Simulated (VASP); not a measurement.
Runs of VASP 6.6.1 on Hf. The structure is that of space group P6/mmm (No. 191), or close to it. The cells are those of the table. 

| task | cell | k mesh | cutoff (eV) | gap on the mesh (eV) | pressure (GPa) |
| --- | --- | --- | --- | --- | --- |
| single point | a = 4.552, b = 4.552, c = 2.834 Å, angles 90.0, 90.0, 120.0°, 3 atoms | 10 × 10 × 14 | 520 | none | 47.3 |
| single point | a = 4.473, b = 4.473, c = 2.781 Å, angles 90.0, 90.0, 120.0°, 3 atoms | 10 × 10 × 14 | 520 | none | 62.5 |
| single point | a = 4.630, b = 4.630, c = 2.884 Å, angles 90.0, 90.0, 120.0°, 3 atoms | 10 × 10 × 14 | 520 | none | 35.0 |
| single point | a = 4.780, b = 4.780, c = 2.975 Å, angles 90.0, 90.0, 120.0°, 3 atoms | 10 × 10 × 14 | 520 | none | (b) |
| single point | a = 4.853, b = 4.853, c = 3.018 Å, angles 90.0, 90.0, 120.0°, 3 atoms | 10 × 10 × 14 | 520 | none | 10.0 |
| single point | a = 4.926, b = 4.926, c = 3.057 Å, angles 90.0, 90.0, 120.0°, 3 atoms | 10 × 10 × 14 | 520 | none | (a) |
| relaxation of shape and atoms at fixed volume | relaxed from a = 4.471, b = 4.471, c = 2.783 Å, angles 90.0, 90.0, 120.0°, 3 atoms | 10 × 10 × 14 | 600 | none | 62.5 |
| single point | a = 5.059, b = 5.059, c = 3.139 Å, angles 90.0, 90.0, 120.0°, 3 atoms | 10 × 10 × 12 | 520 | none | -4.4 |

Alike in all rows: level PBE; potentials or basis VASP PAW PBE potentials, release 64 (Hf_pv); no spin polarisation; smearing gaussian 0.05 eV.

Question: Estimate the missing entries.

Answer: (a) 4.3; (b) 16.8.

Caveats: spin-orbit coupling is left out, which moves the levels of the heavy elements; the relaxation stopped at its first step, so nothing moved (some runs).

A k mesh can miss the band edges, and the runs leave out spin-orbit coupling on Hf.

A gap of «none» marks levels without a gap at the run's occupations.
